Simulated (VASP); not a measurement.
# Co (Fm-3m) in VASP: notebook

Co is run at these levels: PBE; tasks: single point.

All numbers are computed with VASP 6.6.1; they aren't measurements. Logs are shortened: lines on timing, memory, paths and dates and some standing lists are left out, and cuts for length are marked.

## (1) The cell of the first run

The structure is cubic, space group Fm-3m (No. 225). Conventional cell: a = 3.583 Å, b = 3.583 Å, c = 3.583 Å, α = 90.00°, β = 90.00°, γ = 90.00°. Within 3.3 Å of Co (site symmetry m-3m) lie 12 Co at 2.53 Å.

This isn't the form of Co at room conditions, which is hcp.

## (2) Single point, PBE, collinear spin, ferromagnetic start

INCAR

```
SYSTEM = Co
ALGO = Normal
EDIFF = 1E-6
ENCUT = 520
GGA = PE
ISIF = 2
ISMEAR = -1
ISPIN = 2
LASPH = .True.
LCHARG = .True.
LELF = .True.
LMAXMIX = 4
LORBIT = 11
LREAL = .False.
LVHAR = .True.
LWAVE = .False.
MAGMOM = 3 3
NBANDS = 20
NELM = 150
PREC = Accurate
SIGMA = 0.05
```

KPOINTS

```
k-points
0
Gamma
  12 6 12
  0 0 0
```

POSCAR

```
Co
1.0
    0.0000000000      1.7917000000      1.7917000000
    3.5834000000      0.0000000000      3.5834000000
    1.7917000000      1.7917000000      0.0000000000
Co
2
Direct
    0.0000000000      0.0000000000      0.0000000000
    0.0000000000      0.5000000000      0.0000000000
```

Potentials or basis: VASP PAW PBE potentials, release 64 (Co).

The run is started by

```
$ cat potpaw_PBE.64/Co/POTCAR > POTCAR
$ mpirun -np 1 vasp_std > vasp.out
```

OUTCAR:

```text
SYSTEM = Co
   EDIFF = 1E-6
   ENCUT = 520
   GGA = PE
   ISIF = 2
   ISMEAR = -1
   ISPIN = 2
   LASPH = .True.
   LORBIT = 11
   LREAL = .False.
   NELM = 150
   PREC = Accurate

 ion  position               nearest neighbor table
   1  0.000  0.000  0.000-   2 2.53   2 2.53   2 2.53   2 2.53   2 2.53   2 2.53
   2  0.000  0.500  0.000-   1 2.53   1 2.53   1 2.53   1 2.53   1 2.53   1 2.53

  LATTYP: Found a trigonal (rhomboedric) cell.
 ALAT       =     4.3887507721
 COS(alpha) =     0.8333333333

  Lattice vectors:

 A1 = (   1.7917000000,  -3.5834000000,   1.7917000000)
 A2 = (   3.5834000000,  -1.7917000000,   1.7917000000)
 A3 = (   1.7917000000,  -1.7917000000,   3.5834000000)

Analysis of symmetry for initial positions (statically):
=====================================================================
 Subroutine PRICEL returns following result:

  LATTYP: Found a face centered cubic cell.
 ALAT       =     3.5834000000
[... 12 lines left out ...]
 Subroutine GETGRP returns: Found 12 space group operations
 (whereof 12 operations were pure point group operations)
 out of a pool of 12 trial point group operations.

The static configuration has the point symmetry D_3d.

Analysis of symmetry for dynamics (positions and initial velocities):
=====================================================================
 Subroutine PRICEL returns following result:

  LATTYP: Found a face centered cubic cell.
 ALAT       =     3.5834000000
[... 12 lines left out ...]
 Subroutine GETGRP returns: Found 12 space group operations
 (whereof 12 operations were pure point group operations)
 out of a pool of 12 trial point group operations.

The dynamic configuration has the point symmetry D_3d.

Analysis of structural, dynamic, and magnetic symmetry:
=====================================================================
 Subroutine PRICEL returns following result:

  LATTYP: Found a face centered cubic cell.
 ALAT       =     3.5834000000
[... 12 lines left out ...]
 Subroutine GETGRP returns: Found 12 space group operations
 (whereof 12 operations were pure point group operations)
 out of a pool of 12 trial point group operations.

The overall configuration has the point symmetry D_3d.

 Subroutine INISYM returns: Found 12 space group operations
 (whereof 12 operations are pure point group operations),
 and found     2 'primitive' translations

----------------------------------------------------------------------------------------

                                     Primitive cell

  volume of cell :      11.5034

  direct lattice vectors                    reciprocal lattice vectors
[... 126 lines left out ...]
  Fermi-wavevector in a.u.,A,eV,Ry     =   1.508506  2.850663 30.961286  2.275590
  Thomas-Fermi vector in A             =   2.618951
   LORBIT       =     11    0 simple, 1 ext, 2 COOP (PROOUT), +10 PAW based schemes
   GGA     = PE    functional components
   LHFCALC =     F    Hartree Fock is set to
   AEXX    =    0.0000 exact exchange contribution
   IVDW    =     0    specifies the selected vdW correction
   LEPSILON=     F    determine dielectric tensor
   LRPA    =     F    only Hartree local field effects (RPA)
 spin polarized calculation
  energy-cutoff  :      520.00
  volume of cell :       23.01
 maximum number of plane-waves:       636
   NGX =  9   NGY = 19   NGZ =  9

 number of electron      18.0000012 magnetization       3.4251889

 Free energy of the ion-electron system (eV)
  ---------------------------------------------------
  ext. energy  EPLUGINS =         0.00000000
  ---------------------------------------------------
  free energy    TOTEN  =       -14.00899775 eV

  energy without entropy =      -13.98968096  energy(sigma->0) =      -13.99933935

 E-fermi :   9.5621     XC(G=0): -13.0648

 val. band max:        9.5098291768   @ k =  -0.1667   0.5000   0.0833
 cond. band min:       9.5812614584   @ k =  -0.4167  -0.3333   0.2500
 fundamental gap:      0.0714322816
 Fermi energy:         9.5621127502

 spin component 1

 k-point     1 :       0.0000    0.0000    0.0000
  band No.  band energies     occupation
      1       0.8714      1.00000
      2       4.5871      1.00000
      3       6.7459      1.00000
      4       6.7459      1.00000
      5       6.8915      1.00000
      6       6.8915      1.00000
[... 541 lines left out ...]
     19      30.7655      0.00000
     20      31.9871      0.00000

 [... further k-points ...]

 spin component 2

 k-point     1 :       0.0000    0.0000    0.0000
  band No.  band energies     occupation
      1       0.8832      1.00000
      2       5.5282      1.00000
      3       8.5155      1.00000
      4       8.5155      1.00000
      5       8.5155      1.00000
      6       8.5336      1.00000
[... 541 lines left out ...]
     19      30.9477      0.00000
     20      32.2856      0.00000

 [... further k-points ...]

------------------------ aborting loop because EDIFF is reached ----------------------------------------

  FORCE on cell =-STRESS in cart. coord.  units (eV):
  Direction    XX          YY          ZZ          XY          YZ          ZX
  --------------------------------------------------------------------------------------
  -------------------------------------------------------------------------------------
  Total       -1.3824704     -1.3824704     -1.3824704      0.0000037      0.0000037     -0.0000037
  in kB      -96.2743380    -96.2743380    -96.2743380      0.0002600      0.0002600     -0.0002600
  external PRESSURE =     -96.2743380 kB  Pullay stress =       0.0000000 kB

 VOLUME and BASIS-vectors are now :
 -----------------------------------------------------------------------------
  energy-cutoff  :      520.00
  volume of cell :       23.01
      direct lattice vectors                 reciprocal lattice vectors
     0.000000000  1.791700000  1.791700000    -0.279064576  0.279064576  0.279064576
     3.583400000  0.000000000  3.583400000     0.139532288 -0.139532288  0.139532288
     1.791700000  1.791700000  0.000000000     0.279064576  0.279064576 -0.279064576

 POSITION                                       TOTAL-FORCE (eV/Angst)
 -----------------------------------------------------------------------------------
      0.00000      0.00000      0.00000        -0.000000      0.000000     -0.000000
      1.79170      0.00000      1.79170         0.000000     -0.000000      0.000000
 -----------------------------------------------------------------------------------
    total drift:                               -0.000000      0.000000     -0.000000

  FREE ENERGIE OF THE ION-ELECTRON SYSTEM (eV)
  ---------------------------------------------------
  free  energy   TOTEN  =       -14.0089977530 eV

  energy  without entropy=      -13.9896809561  energy(sigma->0) =      -13.99933935

 total charge

# of ion       s       p       d       tot
------------------------------------------
    1        0.468   0.477   7.218   8.163
    2        0.468   0.477   7.218   8.163
--------------------------------------------------
tot          0.936   0.954  14.435  16.325

 magnetization (x)

# of ion       s       p       d       tot
------------------------------------------
    1       -0.011  -0.048   1.799   1.740
    2       -0.011  -0.048   1.799   1.740
--------------------------------------------------
tot         -0.022  -0.096   3.598   3.480
```

stdout:

```text
POSCAR found type information on POSCAR Co
 POSCAR found :  1 types and       2 ions
 scaLAPACK will be used
 LDA part: xc-table for (Slater+PW92), standard interpolation
 -----------------------------------------------------------------------------
|                                                                             |
|           W    W    AA    RRRRR   N    N  II  N    N   GGGG   !!!           |
|           W    W   A  A   R    R  NN   N  II  NN   N  G    G  !!!           |
|           W    W  A    A  R    R  N N  N  II  N N  N  G       !!!           |
|           W WW W  AAAAAA  RRRRR   N  N N  II  N  N N  G  GGG   !            |
|           WW  WW  A    A  R   R   N   NN  II  N   NN  G    G                |
|           W    W  A    A  R    R  N    N  II  N    N   GGGG   !!!           |
|                                                                             |
|     Your reciprocal lattice and k-lattice belong to different lattice       |
|     classes:                                                                |
|                                                                             |
|        The reciprocal lattice is rhombohedral (trigonal),                   |
|        whereas your k-lattice is body-centered cubic.                       |
|                                                                             |
|     Results are often still useful ...                                      |
|                                                                             |
 -----------------------------------------------------------------------------

 POSCAR, INCAR and KPOINTS ok, starting setup
 FFT: planning ... GRIDC
 FFT: planning ... GRID_SOFT
 FFT: planning ... GRID
 WAVECAR not read
 entering main loop
```

Run time: 74 s. Hardware: 1 thread of Intel Xeon Platinum 8488C (Sapphire Rapids), shared host; peak memory 0.2 GiB.

Results:

- Free energy: -14.0090 eV
- Pressure: -9.6 GPa
- Net moment: 3.43 μB per cell
- Site moments: Co +1.74 μB
- Valence electrons inside the program's atomic spheres: Co 8.16

Levels at points of the mesh, in eV from the Fermi level:
Spin up:
| k point | band 9 | band 10 | band 11 | band 12 | band 13 | band 14 |
| --- | --- | --- | --- | --- | --- | --- |
| (0.00, 0.00, 0.00) | -1.77 | -0.92 | -0.92 | -0.26 | 5.60 | 21.12 |
| (0.50, 0.00, 0.00) | -0.67 | -0.67 | -0.26 | 2.40 | 5.60 | 8.95 |
| (0.00, 0.50, 0.00) | -1.61 | -1.61 | -1.61 | -1.61 | 14.00 | 14.00 |
| (0.50, 0.50, 0.00) | -0.86 | -0.86 | 2.12 | 2.12 | 8.25 | 8.25 |
Spin down:
```csv
k point,band 3,band 4,band 5,band 6,band 7,band 8,band 9,band 10,band 11,band 12
"(0.00, 0.00, 0.00)",-1.05,-1.05,-1.05,-1.03,-1.03,-0.32,0.34,0.34,1.07,1.07
"(0.50, 0.00, 0.00)",-3.13,-1.03,-1.03,-0.32,1.07,1.07,1.14,1.20,1.20,2.40
"(0.00, 0.50, 0.00)",-1.57,-1.57,-0.79,-0.79,-0.79,-0.79,0.39,0.39,0.39,0.39
"(0.50, 0.50, 0.00)",-2.45,-2.45,-1.23,-1.23,-0.05,-0.05,1.12,1.12,3.16,3.16
```

Caveat: the cell stands under tension.

(Continued in part 2 of 2.)
